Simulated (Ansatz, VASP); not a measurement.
## C: VASP beside Ansatz

INCAR

```
ALGO = Normal ; EDIFF = 1E-7
ENCUT = 520 ; GGA = CA
ISIF = 2 ; ISMEAR = 0
LASPH = T ; LCHARG = F
LREAL = F ; LWAVE = F
NBANDS = 26 ; NELM = 100
PREC = Accurate ; SIGMA = 0.05
```

The input KPOINTS:

```
k-points
0
Gamma
  6 6 10
```

File POSCAR:

```
C
1.0
    2.2610182192     -4.3337146136      0.0000000000
    2.2610182192      4.3337146136      0.0000000000
    0.0000000000      0.0000000000      2.4856616114
C
8
Direct
    0.6482879639      0.9815881366      0.0000000000
    0.3517120361      0.0184118634      0.0000000000
    0.0184118634      0.3517120361      0.0000000000
    0.9815881366      0.6482879639      0.0000000000
    0.4045540954      0.2260768148      0.5000000000
    0.5954459046      0.7739231852      0.5000000000
    0.7739231852      0.5954459046      0.5000000000
    0.2260768148      0.4045540954      0.5000000000
```

Input for Ansatz:

```yaml
crystal:
  lattice:
    - [2.2610182192, -4.3337146136, 0.0]
    - [2.2610182192, 4.3337146136, 0.0]
    - [0.0, 0.0, 2.4856616114]
  atoms:
    - { symbol: C, position: [0.6482879639, 0.9815881366, 0.0] }
    - { symbol: C, position: [0.3517120361, 0.0184118634, 0.0] }
    - { symbol: C, position: [0.0184118634, 0.3517120361, 0.0] }
    - { symbol: C, position: [0.9815881366, 0.6482879639, 0.0] }
    - { symbol: C, position: [0.4045540954, 0.2260768148, 0.5] }
    - { symbol: C, position: [0.5954459046, 0.7739231852, 0.5] }
    - { symbol: C, position: [0.7739231852, 0.5954459046, 0.5] }
    - { symbol: C, position: [0.2260768148, 0.4045540954, 0.5] }
basis:
  ecutwfc: 420
kpoints:
  mp_grid: { grid: [6, 6, 10] }
hamiltonian:
  xc: lda
scf:
  occupations: { method: gaussian, width: 0.05 }
output:
  forces: true
  stress: true
  eigenvalues: true
```

Change from the starting cell: strain +0.0750 x Voigt [1, 0, 0, 0, 0, 0], atoms carried along.

Alike in both runs: task single point; functional LDA; k mesh 6 × 6 × 10; occupations gaussian, width 0.05 eV; no spin polarisation.

|  | VASP | Ansatz |
| --- | --- | --- |
| version | VASP 6.6.1 | Ansatz 0.2.0 |
| potentials or method | VASP PAW LDA potentials, release 64 (C), cutoff 520 eV | scalar-relativistic, plane waves, PAW |
| valence electrons in the cell | 32 | 32 |

|  | VASP | Ansatz | Ansatz less VASP |
| --- | --- | --- | --- |
| gap on the k mesh at the Fermi level (eV) | 3.19 | 3.19 | +0.002 |
| least direct gap on the mesh (eV) | 3.94 | 3.94 | +0.002 |
| pressure (GPa) | -24.2 | -25.5 | -1.25 |
| traceless stress, the component that is largest in VASP (GPa) | -43.84 | -43.60 | +0.233 |
| rms of the force components (eV/Å) | 0.248 | 0.255 | +0.0068 |

LDA's correlation is that of Perdew and Zunger in VASP and of Perdew and Wang (1992) in Ansatz. Atom by atom the forces differ by 0.013 eV/Å (rms over components).
